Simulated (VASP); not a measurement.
# ZnSe (P4/nmm) in VASP: notebook, part 2 of 2

VASP 6.6.1. Earlier steps stand in the parts before.

## 3. Single point, PBE

This run uses another cell than the first one, of 27.23 Å³/atom.

Contents of INCAR:

```
PREC = Accurate ; ENCUT = 520
EDIFF = 1E-7 ; ISMEAR = 0
SIGMA = 0.02 ; LREAL = F
LASPH = T ; NELM = 60
ALGO = Normal ; ISIF = 2
LWAVE = F ; LCHARG = F
GGA = PE ; NBANDS = 26
```

Contents of KPOINTS:

```
regular mesh
0
Gamma
  8 8 4
```

Contents of POSCAR:

```
ZnSe
1.0
    4.1012917991      0.0000000000      0.0000000000
    0.0000000000      4.1012917991      0.0000000000
    0.0000000000      0.0000000000      6.4758420127
Zn Se
2 2
Direct
    0.0000000000      0.0000000000      0.0000000000
    0.5000000000      0.5000000000      0.0000000000
    0.0000000000      0.5000000000      0.2301433435
    0.5000000000      0.0000000000      0.7698566565
```

Potentials or basis: VASP PAW PBE potentials, release 64 (Zn, Se).

On the command line:

```
cat potpaw_PBE.64/Zn/POTCAR potpaw_PBE.64/Se/POTCAR > POTCAR
mpirun -np 1 vasp_std > vasp.out
```

OUTCAR:

```text
PREC = Accurate
   ENCUT = 520
   EDIFF = 1E-7
   ISMEAR = 0
   LREAL = F
   LASPH = T
   NELM = 60
   ISIF = 2
   GGA = PE

 ion  position               nearest neighbor table
   1  0.000  0.000  0.000-   3 2.54   4 2.54   3 2.54   4 2.54   2 2.90   2 2.90   2 2.90   2 2.90

   2  0.500  0.500  0.000-   3 2.54   4 2.54   4 2.54   3 2.54   1 2.90   1 2.90   1 2.90   1 2.90

   3  0.000  0.500  0.230-   1 2.54   2 2.54   1 2.54   2 2.54
   4  0.500  0.000  0.770-   1 2.54   2 2.54   2 2.54   1 2.54

  LATTYP: Found a simple tetragonal cell.
 ALAT       =     4.1012917991
 C/A-ratio  =     1.5789761690

  Lattice vectors:

 A1 = (   4.1012917991,   0.0000000000,   0.0000000000)
 A2 = (   0.0000000000,   4.1012917991,   0.0000000000)
 A3 = (   0.0000000000,   0.0000000000,   6.4758420127)

Analysis of symmetry for initial positions (statically):
=====================================================================
 Subroutine PRICEL returns:
[... 174 lines left out ...]
  free energy    TOTEN  =       -11.43460289 eV

  energy without entropy =      -11.43460289  energy(sigma->0) =      -11.43460289

 E-fermi :   0.3317     XC(G=0):  -8.2844

 val. band max:        0.1923764511   @ k =   0.0000   0.0000   0.0000
 cond. band min:       2.2273951937   @ k =   0.0000   0.0000   0.0000
 fundamental gap:      2.0350187426
 Fermi energy:         0.3316988545

 k-point     1 :       0.0000    0.0000    0.0000
  band No.  band energies     occupation
      1     -12.6192      2.00000
      2     -11.7605      2.00000
      3      -6.4623      2.00000
      4      -6.4415      2.00000
      5      -6.3801      2.00000
      6      -6.3801      2.00000
[... 685 lines left out ...]
     25       8.4994      0.00000
     26       8.4994      0.00000

 [... further k-points ...]

------------------------ aborting loop because EDIFF is reached ----------------------------------------

  FORCE on cell =-STRESS in cart. coord.  units (eV):
  Direction    XX          YY          ZZ          XY          YZ          ZX
  --------------------------------------------------------------------------------------
  -------------------------------------------------------------------------------------
  Total        0.1149187      0.1149187      0.1316327      0.0000000      0.0000000      0.0000000
  in kB        1.6902998      1.6902998      1.9361402      0.0000000      0.0000000      0.0000000
  external PRESSURE =       1.7722466 kB  Pullay stress =       0.0000000 kB

 VOLUME and BASIS-vectors are now :
 -----------------------------------------------------------------------------
  energy-cutoff  :      520.00
  volume of cell :      108.93
      direct lattice vectors                 reciprocal lattice vectors
     4.101291799  0.000000000  0.000000000     0.243825616  0.000000000  0.000000000
     0.000000000  4.101291799  0.000000000     0.000000000  0.243825616  0.000000000
     0.000000000  0.000000000  6.475842013     0.000000000  0.000000000  0.154420074

 POSITION                                       TOTAL-FORCE (eV/Angst)
 -----------------------------------------------------------------------------------
      0.00000      0.00000      0.00000         0.000000     -0.000000      0.000000
      2.05065      2.05065      0.00000         0.000000      0.000000      0.000000
      0.00000      2.05065      1.49037         0.000000      0.000000      0.039067
      2.05065      0.00000      4.98547         0.000000      0.000000     -0.039067
 -----------------------------------------------------------------------------------
    total drift:                                0.000000     -0.000000     -0.000000

  FREE ENERGIE OF THE ION-ELECTRON SYSTEM (eV)
  ---------------------------------------------------
  free  energy   TOTEN  =       -11.4346028850 eV

  energy  without entropy=      -11.4346028850  energy(sigma->0) =      -11.43460289
```

OSZICAR:

```text
N       E                     dE             d eps       ncg     rms          rms(c)
DAV:   1     0.231324325530E+03    0.23132E+03   -0.16764E+04  2340   0.149E+03
DAV:   2     0.107851060908E+02   -0.22054E+03   -0.21146E+03  2390   0.322E+02
DAV:   3    -0.116369672076E+02   -0.22422E+02   -0.22235E+02  2806   0.104E+02
DAV:   4    -0.120954225668E+02   -0.45846E+00   -0.45778E+00  2638   0.151E+01
DAV:   5    -0.120987040191E+02   -0.32815E-02   -0.32810E-02  2744   0.115E+00    0.687E+00
DAV:   6    -0.114540257936E+02    0.64468E+00   -0.14983E+00  3222   0.306E+01    0.557E+00
DAV:   7    -0.114360262375E+02    0.18000E-01   -0.53122E-01  2458   0.509E+00    0.239E+00
DAV:   8    -0.114340340689E+02    0.19922E-02   -0.10889E-02  2630   0.863E-01    0.560E-01
DAV:   9    -0.114343612303E+02   -0.32716E-03   -0.23999E-03  2746   0.701E-01    0.963E-02
DAV:  10    -0.114345358383E+02   -0.17461E-03   -0.44114E-04  2468   0.255E-01    0.309E-02
DAV:  11    -0.114345958263E+02   -0.59988E-04   -0.10287E-04  2494   0.917E-02    0.106E-02
DAV:  12    -0.114346001018E+02   -0.42755E-05   -0.17672E-05  2640   0.222E-02    0.479E-03
DAV:  13    -0.114346024094E+02   -0.23076E-05   -0.32862E-06  2450   0.120E-02    0.274E-03
DAV:  14    -0.114346028667E+02   -0.45726E-06   -0.29623E-07  2364   0.354E-03    0.119E-03
DAV:  15    -0.114346028850E+02   -0.18311E-07   -0.13846E-07  2058   0.185E-03
   1 F= -.11434603E+02 E0= -.11434603E+02  d E =-.741840E-25
```

It took 1.8 min on 1 thread of Intel Xeon 8259CL, shared host; peak memory 0.28 GiB.

Results:

```yaml
Free_energy: -11.4346 eV
Pressure: 0.2 GPa
Largest_force: 0.039 eV/Å
Band_gap_on_the_k_mesh: 2.04 eV
```

Forces in eV/Å, atoms in the order of the input:
```
Zn   0.000  0.000  0.000
Zn   0.000  0.000  0.000
Se   0.000  0.000  0.039
Se   0.000  0.000 -0.039
```

Levels at points of the mesh, in eV from the valence-band top:
```csv
k point,band 14,band 15,band 16,band 17,band 18,band 19,band 20,band 21,band 22,band 23
"(0.00, 0.00, 0.00)",-2.04,-2.04,-0.09,0.00,0.00,2.03,2.11,3.17,5.74,6.06
"(0.50, 0.00, 0.00)",-4.45,-1.31,-1.31,-0.70,-0.70,3.43,3.43,6.09,6.09,6.57
"(0.50, 0.50, 0.00)",-4.12,-2.14,-2.14,-2.05,-2.05,3.69,3.69,3.85,3.85,10.18
"(0.00, 0.00, 0.50)",-1.98,-1.98,-0.94,-0.14,-0.14,2.08,3.37,3.46,5.44,6.45
"(0.50, 0.00, 0.50)",-4.62,-0.83,-0.83,-0.69,-0.69,2.83,2.83,5.80,5.80,6.35
"(0.50, 0.50, 0.50)",-4.05,-2.27,-2.27,-2.24,-2.24,4.49,4.49,4.72,4.72,8.12
```

## 4. Single point, PBE

This run uses another cell than the first one, of 27.23 Å³/atom.

Contents of INCAR:

```
ALGO     = Normal         # electronic algorithm
EDIFF    = 1E-7           # SCF threshold, eV
ENCUT    = 520            # plane-wave cutoff, eV
GGA      = PE             # functional
ISIF     = 2              # what is computed and relaxed
ISMEAR   = 0              # smearing method
LASPH    = True           # aspherical terms in the spheres
LCHARG   = False          # write CHGCAR
LREAL    = False          # projectors in reciprocal space
LWAVE    = False          # write WAVECAR
NBANDS   = 26             # bands
NELM     = 60             # most SCF steps
PREC     = Accurate       # precision mode
SIGMA    = 0.02           # smearing width, eV
```

Contents of KPOINTS:

```
k-points
0
Gamma
  8 8 6
```

POSCAR is that of step 3.

On the command line:

```
cat potpaw_PBE.64/Zn/POTCAR potpaw_PBE.64/Se/POTCAR > POTCAR
mpirun -np 1 vasp_std > vasp.out
```

Wall time 2.3 min (1 thread of Intel Xeon 8259CL, shared host); peak memory 0.3 GiB.

It converged, with:

* Free energy: -11.4346 eV
* Pressure: 0.2 GPa
* Largest force: 0.039 eV/Å
* Band gap on the k mesh: 2.04 eV

Forces on the atoms (eV/Å):
```
Zn   0.000  0.000  0.000
Zn   0.000  0.000  0.000
Se   0.000  0.000  0.039
Se   0.000  0.000 -0.039
```

Levels at points of the mesh, in eV from the valence-band top:
| k point | band 14 | band 15 | band 16 | band 17 | band 18 | band 19 | band 20 | band 21 | band 22 | band 23 |
| --- | --- | --- | --- | --- | --- | --- | --- | --- | --- | --- |
| (0.00, 0.00, 0.00) | -2.04 | -2.04 | -0.09 | 0.00 | 0.00 | 2.03 | 2.11 | 3.17 | 5.74 | 6.06 |
| (0.50, 0.00, 0.00) | -4.45 | -1.31 | -1.31 | -0.70 | -0.70 | 3.43 | 3.43 | 6.09 | 6.09 | 6.57 |
| (0.50, 0.50, 0.00) | -4.12 | -2.14 | -2.14 | -2.05 | -2.05 | 3.69 | 3.69 | 3.85 | 3.85 | 10.18 |
| (0.00, 0.00, 0.50) | -1.98 | -1.98 | -0.94 | -0.14 | -0.14 | 2.08 | 3.37 | 3.46 | 5.44 | 6.45 |
| (0.50, 0.00, 0.50) | -4.62 | -0.83 | -0.83 | -0.69 | -0.69 | 2.83 | 2.83 | 5.80 | 5.80 | 6.35 |
| (0.50, 0.50, 0.50) | -4.05 | -2.27 | -2.27 | -2.24 | -2.24 | 4.49 | 4.49 | 4.72 | 4.72 | 8.12 |

## 5. Relaxation of cell and atoms, PBE

This run uses another cell than the first one, of 27.23 Å³/atom.

Contents of INCAR:

```
ALGO = Normal
EDIFF = 1E-6
EDIFFG = -0.01
ENCUT = 600
GGA = PE
IBRION = 2
ISIF = 3
ISMEAR = 0
LASPH = True
LCHARG = False
LREAL = False
LWAVE = False
NELM = 60
NSW = 100
PREC = Accurate
SIGMA = 0.02
```

Contents of KPOINTS:

```
k-points
0
Gamma
  8 8 4
```

POSCAR is that of step 4.

On the command line:

```
cat potpaw_PBE.64/Zn/POTCAR potpaw_PBE.64/Se/POTCAR > POTCAR
mpirun -np 1 vasp_std > vasp.out
```

Wall time 4.2 min (1 thread of Intel Xeon 8259CL, shared host); peak memory 0.34 GiB.

The run converged. Its results:

```yaml
Free_energy: -11.4343 eV
Relaxed_volume: 27.30 Å³/atom
Relaxed_cell: a = 4.105 Å, b = 4.105 Å, c = 6.482 Å, α = 90.00°, β = 90.00°, γ = 90.00°
Space_group_after_relaxing_to_0.1_Å: P4/nmm (No. 129)
Energy_gained_by_relaxing: 0.0 meV/atom
Ionic_steps: 3
Pressure_after_relaxing: 0.0 GPa
Band_gap_on_the_k_mesh: 2.03 eV
```

Forces in eV/Å, atoms in the order of the input:
```
Zn   0.000  0.000  0.000
Zn   0.000  0.000  0.000
Se   0.000  0.000  0.002
Se   0.000  0.000 -0.002
```

The path:
```csv
step,energy change (eV),largest force (eV/Å),pressure (GPa),volume (Å³)
1,0.0000,0.0384,0.18,108.93
2,-0.0001,0.0211,-0.12,109.40
3,-0.0002,0.0023,-0.01,109.21
```

Final structure:
```xyz
4
Lattice="4.1047 0.0000 0.0000 0.0000 4.1047 0.0000 0.0000 0.0000 6.4819" Properties=species:S:1:pos:R:3 pbc="T T T"
Zn    0.0000    0.0000    0.0000
Zn    2.0524    2.0524    0.0000
Se    0.0000    2.0524    1.4929
Se    2.0524    0.0000    4.9890
```

Levels at points of the mesh, in eV from the valence-band top:
```
           k point  band 16  band 17  band 18  band 19  band 20  band 21
(0.00, 0.00, 0.00)    -0.09     0.00     0.00     2.03     2.11     3.17
(0.50, 0.00, 0.00)    -1.30    -0.70    -0.70     3.43     3.43     6.07
(0.50, 0.50, 0.00)    -2.13    -2.04    -2.04     3.69     3.69     3.84
(0.00, 0.00, 0.50)    -0.94    -0.14    -0.14     2.08     3.37     3.45
(0.50, 0.00, 0.50)    -0.82    -0.68    -0.68     2.82     2.82     5.79
(0.50, 0.50, 0.50)    -2.26    -2.24    -2.24     4.48     4.48     4.71
```

A k mesh can miss the band edges.

## 6. The runs side by side

```tsv
task	cell	k mesh	cutoff (eV)	smearing	gap on the mesh (eV)	pressure (GPa)	largest force (eV/Å)
single point	a = 4.108, b = 4.108, c = 6.070 Å, 4 atoms, atomic positions A	4 × 4 × 4	520	gaussian 0.1 eV	1.93	0.1	0.06
single point	a = 4.101, b = 4.101, c = 6.476 Å, 4 atoms, atomic positions B	8 × 8 × 4	520	gaussian 0.02 eV	2.04	0.2	0.04
single point	a = 4.101, b = 4.101, c = 6.476 Å, 4 atoms, atomic positions B	8 × 8 × 6	520	gaussian 0.02 eV	2.04	0.2	0.04
relaxation of cell and atoms	relaxed from a = 4.101, b = 4.101, c = 6.476 Å, 4 atoms, atomic positions B	8 × 8 × 4	600	gaussian 0.02 eV	2.03	0.0	-
```

Alike in all rows: level PBE; potentials or basis VASP PAW PBE potentials, release 64 (Zn, Se); no spin polarisation.

Total energies depend on the potentials used, so only differences within one code and one set of settings carry meaning.
